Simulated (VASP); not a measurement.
# HF in VASP: further runs

Runs on HF. Level: PBE. Tasks: single point.

Everything below comes from runs of VASP 6.6.1. Logs are shortened: lines on timing, memory, paths and dates and some standing lists are left out, and cuts for length are marked.

## Step 1: The cell of the first run

The cell holds a disordered packing, 20 atoms: a = 7.617 Å, b = 7.617 Å, c = 7.617 Å, α = 90.00°, β = 90.00°, γ = 90.00°.

## Step 2: Single point, PBE

The input, INCAR:

```
SYSTEM = HF
PREC     = Accurate       ! precision mode
ENCUT    = 520            ! plane-wave cutoff, eV
EDIFF    = 1E-6           ! SCF threshold, eV
ISMEAR   = -1             ! smearing method
SIGMA    = 0.02           ! smearing width, eV
LREAL    = Auto         
LASPH    = .True.         ! aspherical terms in the spheres
NELM     = 60             ! most SCF steps
ALGO     = Normal         ! electronic algorithm
ISIF     = 2              ! what is computed and relaxed
LWAVE    = .False.        ! write WAVECAR
LCHARG   = .False.        ! write CHGCAR
GGA      = PE             ! functional
NBANDS   = 56             ! bands
```

The input, KPOINTS:

```
regular mesh
0
Gamma
  1 1 1
  0 0 0
```

The input, POSCAR:

```
HF
1.0
    7.6174120000      0.0000000000      0.0000000000
    0.0000000000      7.6174120000      0.0000000000
    0.0000000000      0.0000000000      7.6174120000
F H
10 10
Direct
    0.0567253025      0.1743374259      0.7744625077
    0.2052665656      0.2490872228      0.2457265013
    0.3876775997      0.6146838323      0.3179295015
    0.6361871985      0.5612536121      0.6697025184
    0.6759119764      0.6315399508      0.0411425823
    0.1156166950      0.7869995741      0.5269637509
    0.9539329105      0.0343161168      0.1593060740
    0.6514679789      1.0788441009      0.4575307204
    0.8567608001     -0.0889147128      0.7471172624
    0.2997868567      0.4356203918      0.8798263767
   -0.0584713023      0.1322233851      0.7514756980
    0.2305244878      0.3717798118      0.2422738851
    0.4644490806      0.6759251042      0.2461991028
    0.5193496164      0.6027637733      0.6231381472
    0.6497744903      0.6312642667     -0.0837554802
   -0.0068264655      0.7682136663      0.5537051166
    1.0697859063      0.0314411246      0.1840388835
    0.6076604495      1.1222184122      0.3545823700
    0.7561885848     -0.1798511095      0.7628575164
    0.2434947722      0.3878613891      0.7896776490
```

Potentials or basis: VASP PAW PBE potentials, release 64 (F, H).

Launch:

```console
> cat potpaw_PBE.64/F/POTCAR potpaw_PBE.64/H/POTCAR > POTCAR
> mpirun -np 1 vasp_gam > vasp.out
```

OUTCAR:

```text
SYSTEM = HF
   PREC = Accurate
   ENCUT = 520
   EDIFF = 1E-6
   ISMEAR = -1
   LREAL = Auto
   LASPH = .True.
   NELM = 60
   ISIF = 2
   GGA = PE

 ion  position               nearest neighbor table
   1  0.057  0.174  0.774-  11 0.95
   2  0.205  0.249  0.246-  12 0.95
   3  0.388  0.615  0.318-  13 0.93
   4  0.636  0.561  0.670-  14 1.01
   5  0.676  0.632  0.041-  15 0.97
   6  0.116  0.787  0.527-  16 0.97
[... 12 lines left out ...]
  19  0.756  0.820  0.763-   9 1.04
  20  0.243  0.388  0.790-  10 0.89

  LATTYP: Found a simple cubic cell.
 ALAT       =     7.6174120000

  Lattice vectors:

 A1 = (   7.6174120000,   0.0000000000,   0.0000000000)
 A2 = (   0.0000000000,   7.6174120000,   0.0000000000)
 A3 = (   0.0000000000,   0.0000000000,   7.6174120000)

Analysis of symmetry for initial positions (statically):
=====================================================================
 Subroutine PRICEL returns:
 Original cell was already a primitive cell.

 Routine SETGRP: Setting up the symmetry group for a
 simple cubic supercell.

 Subroutine GETGRP returns: Found  1 space group operations
 (whereof  1 operations were pure point group operations)
 out of a pool of 48 trial point group operations.

The static configuration has the point symmetry C_1 .

Analysis of symmetry for dynamics (positions and initial velocities):
=====================================================================
 Subroutine PRICEL returns:
 Original cell was already a primitive cell.

 Routine SETGRP: Setting up the symmetry group for a
 simple cubic supercell.

 Subroutine GETGRP returns: Found  1 space group operations
 (whereof  1 operations were pure point group operations)
 out of a pool of 48 trial point group operations.

The dynamic configuration has the point symmetry C_1 .

 Subroutine INISYM returns: Found  1 space group operations
 (whereof  1 operations are pure point group operations),
 and found     1 'primitive' translations

----------------------------------------------------------------------------------------

                                     Primitive cell

  volume of cell :     442.0001

  direct lattice vectors                    reciprocal lattice vectors
     7.617412000  0.000000000  0.000000000     0.131278182  0.000000000  0.000000000
     0.000000000  7.617412000  0.000000000     0.000000000  0.131278182  0.000000000
     0.000000000  0.000000000  7.617412000     0.000000000  0.000000000  0.131278182

  length of vectors
     7.617412000  7.617412000  7.617412000     0.131278182  0.131278182  0.131278182

  position of ions in fractional coordinates (direct lattice)
     0.056725302  0.174337426  0.774462508
     0.205266566  0.249087223  0.245726501
     0.387677600  0.614683832  0.317929501
     0.636187198  0.561253612  0.669702518
     0.675911976  0.631539951  0.041142582
     0.115616695  0.786999574  0.526963751
[... 12 lines left out ...]
     0.756188585  0.820148891  0.762857516
     0.243494772  0.387861389  0.789677649

  ion indices of the primitive-cell ions
   primitive index   ion index
                 1           1
                 2           2
                 3           3
                 4           4
                 5           5
                 6           6
[... 12 lines left out ...]
                19          19
                20          20

----------------------------------------------------------------------------------------

 KPOINTS: regular mesh

Automatic generation of k-mesh.
 Grid dimensions read from file:
 generate k-points for:    1    1    1

 Generating k-lattice:

  Cartesian coordinates                     Fractional coordinates (reciprocal lattice)
     0.131278182  0.000000000  0.000000000     1.000000000  0.000000000  0.000000000
     0.000000000  0.131278182  0.000000000     0.000000000  1.000000000  0.000000000
     0.000000000  0.000000000  0.131278182     0.000000000  0.000000000  1.000000000

  Length of vectors
     0.131278182  0.131278182  0.131278182

  Shift w.r.t. Gamma in fractional coordinates (k-lattice)
     0.000000000  0.000000000  0.000000000

 Subroutine IBZKPT returns following result:
 ===========================================

 Found      1 irreducible k-points:

 Following reciprocal coordinates:
            Coordinates               Weight
  0.000000  0.000000  0.000000      1.000000
   k-points           NKPTS =      1   k-points in BZ     NKDIM =      1   number of bands    NBANDS=     56
   number of dos      NEDOS =    301   number of ions     NIONS =     20
   total plane-waves  NPLWV = 216000
   dimension x,y,z NGX =    60 NGY =   60 NGZ =   60
   dimension x,y,z NGXF=   120 NGYF=  120 NGZF=  120
   ions per type =              10  10
   NGX,Y,Z   is equivalent  to a cutoff of  13.09, 13.09, 13.09 a.u.
   NGXF,Y,Z  is equivalent  to a cutoff of  26.19, 26.19, 26.19 a.u.
 SYSTEM =  HF
   PREC   = accura    normal or accurate (medium, high low for compatibility)
   ISTART =      0    job   : 0-new  1-cont  2-samecut
   ICHARG =      2    charge: 1-file 2-atom 10-const
   ISPIN  =      1    spin polarized calculation?
   LNONCOLLINEAR =      F non collinear calculations
   LSORBIT =      F    spin-orbit coupling
   LASPH  =      T    aspherical Exc in radial PAW
   ENCUT  =  520.0 eV  38.22 Ry    6.18 a.u.  14.16 14.16 14.16*2*pi/ulx,y,z
   NELM   =     60;   NELMIN=  2; NELMDL= -5     # of ELM steps
   EDIFF  = 0.1E-05   stopping-criterion for ELM
   LREAL  =      T    real-space projection
   EDIFFG = 0.1E-04   stopping-criterion for IOM
   NSW    =      0    number of steps for IOM
[... 5 lines left out ...]
   TEBEG  =    0.0;   TEEND  =   0.0 temperature during run
   PSTRESS=    0.0 pullay stress
   NELECT =      80.0000    total number of electrons
   NUPDOWN=      -1.0000    fix difference up-down
   EMIN   =  10.00;   EMAX   =-10.00  energy-range for DOS
   EFERMI =   0.00;   METHOD = LEGACY
   ISMEAR =    -1;   SIGMA  =   0.02  broadening in eV -4-tet -1-fermi 0-gaus
   EFERMI_NEDOS =   21; number of points for ismear=-14 and -15
   IALGO  =     38    algorithm
   IMIX   =      4    mixing-type and parameters
     AMIX     =   0.40;   BMIX     =  1.00
     AMIX_MAG =   1.60;   BMIX_MAG =  1.00
  volume/ion in A,a.u.               =      22.10       149.14
  Fermi-wavevector in a.u.,A,eV,Ry     =   0.926042  1.749966 11.667729  0.857554
  Thomas-Fermi vector in A             =   2.051962
   LORBIT       =      0    0 simple, 1 ext, 2 COOP (PROOUT), +10 PAW based schemes
   GGA     = PE    functional components
   LHFCALC =     F    Hartree Fock is set to
   AEXX    =    0.0000 exact exchange contribution
   IVDW    =     0    specifies the selected vdW correction
   LEPSILON=     F    determine dielectric tensor
   LRPA    =     F    only Hartree local field effects (RPA)
 non-spin polarized calculation
  energy-cutoff  :      520.00
  volume of cell :      442.00
 maximum number of plane-waves:      5919
 NGX is ok and might be reduce to    60
   NGX = 29   NGY = 29   NGZ = 29

 number of electron      80.0000005 magnetization

 Free energy of the ion-electron system (eV)
  ---------------------------------------------------
  ext. energy  EPLUGINS =         0.00000000
  ---------------------------------------------------
  free energy    TOTEN  =       -79.73729954 eV

  energy without entropy =      -79.73729954  energy(sigma->0) =      -79.73729954

 E-fermi :  -6.4082     XC(G=0):  -4.8506

 val. band max:       -6.9978083748   @ k =   0.0000   0.0000   0.0000
 cond. band min:      -1.4389024421   @ k =   0.0000   0.0000   0.0000
 fundamental gap:      5.5589059327
 Fermi energy:        -6.4082200547

 k-point     1 :       0.0000    0.0000    0.0000
  band No.  band energies     occupation
      1     -29.3610      2.00000
      2     -29.0443      2.00000
      3     -28.6720      2.00000
      4     -28.6203      2.00000
      5     -28.5472      2.00000
      6     -28.4657      2.00000
[... 44 lines left out ...]
     51       3.9674      0.00000
     52       4.0609      0.00000
 [bands above 52 left out]

------------------------ aborting loop because EDIFF is reached ----------------------------------------

  FORCE on cell =-STRESS in cart. coord.  units (eV):
  Direction    XX          YY          ZZ          XY          YZ          ZX
  --------------------------------------------------------------------------------------
  -------------------------------------------------------------------------------------
  Total       -2.3632671     -2.6995326      0.5149645     -0.1892891      0.7515649      0.8114050
  in kB       -8.5664532     -9.7853605      1.8666612     -0.6861417      2.7242986      2.9412094
  external PRESSURE =      -5.4950508 kB  Pullay stress =       0.0000000 kB

 VOLUME and BASIS-vectors are now :
 -----------------------------------------------------------------------------
  energy-cutoff  :      520.00
  volume of cell :      442.00
      direct lattice vectors                 reciprocal lattice vectors
     7.617412000  0.000000000  0.000000000     0.131278182  0.000000000  0.000000000
     0.000000000  7.617412000  0.000000000     0.000000000  0.131278182  0.000000000
     0.000000000  0.000000000  7.617412000     0.000000000  0.000000000  0.131278182

 POSITION                                       TOTAL-FORCE (eV/Angst)
 -----------------------------------------------------------------------------------
      0.43210      1.32800      5.89940        -0.123075      0.315881     -0.144428
      1.56360      1.89740      1.87180         0.433048      0.722890      0.176201
      2.95310      4.68230      2.42180        -0.577519     -0.544838      0.741230
      4.84610      4.27530      5.10140        -2.234655      1.309862     -0.583418
      5.14870      4.81070      0.31340        -0.359500      0.267885     -1.160130
      0.88070      5.99490      4.01410        -1.044978     -0.392426      0.110989
[... 12 lines left out ...]
      5.76020      6.24741      5.81100         2.628868      2.568445     -0.468741
      1.85480      2.95450      6.01530        -2.058884     -1.798804     -2.675539
 -----------------------------------------------------------------------------------
    total drift:                               -0.006459     -0.004512      0.000647

  FREE ENERGIE OF THE ION-ELECTRON SYSTEM (eV)
  ---------------------------------------------------
  free  energy   TOTEN  =       -79.7372995399 eV

  energy  without entropy=      -79.7372995399  energy(sigma->0) =      -79.73729954
```

It took 81 s on 1 thread of Intel Xeon 8259CL, shared host; peak memory 0.43 GiB.

Results:

```
Free energy   : -79.7373 eV
Pressure      : -0.5 GPa
Largest force : 4.019 eV/Å
```

Forces on the atoms (eV/Å):
```
F   -0.123  0.316 -0.144
F    0.433  0.723  0.176
F   -0.578 -0.545  0.741
F   -2.235  1.310 -0.583
F   -0.359  0.268 -1.160
F   -1.045 -0.392  0.111
F   -2.602 -0.278 -0.568
F    0.466 -0.610  1.383
F   -2.844 -2.823  0.312
F    1.993  1.760  2.718
H    0.403 -0.015  0.111
H   -0.078 -0.549 -0.096
H    0.739  0.327 -0.790
H    2.150 -0.953  0.710
H    0.098 -0.564  1.203
H    1.230  0.464 -0.145
H    2.269  0.201  0.524
H   -0.488  0.591 -1.359
H    2.629  2.568 -0.469
H   -2.059 -1.799 -2.676
```

Levels at points of the mesh, in eV from the Fermi level:
| k point | band 37 | band 38 | band 39 | band 40 | band 41 | band 42 | band 43 | band 44 |
| --- | --- | --- | --- | --- | --- | --- | --- | --- |
| (0.00, 0.00, 0.00) | -1.02 | -0.92 | -0.63 | -0.59 | 4.97 | 6.80 | 7.37 | 7.93 |

Caveat: the k points lie up to 0.82 Å⁻¹ apart, too coarse for converged energies, forces and pressures.

(Part 1 of 2 ends here.)
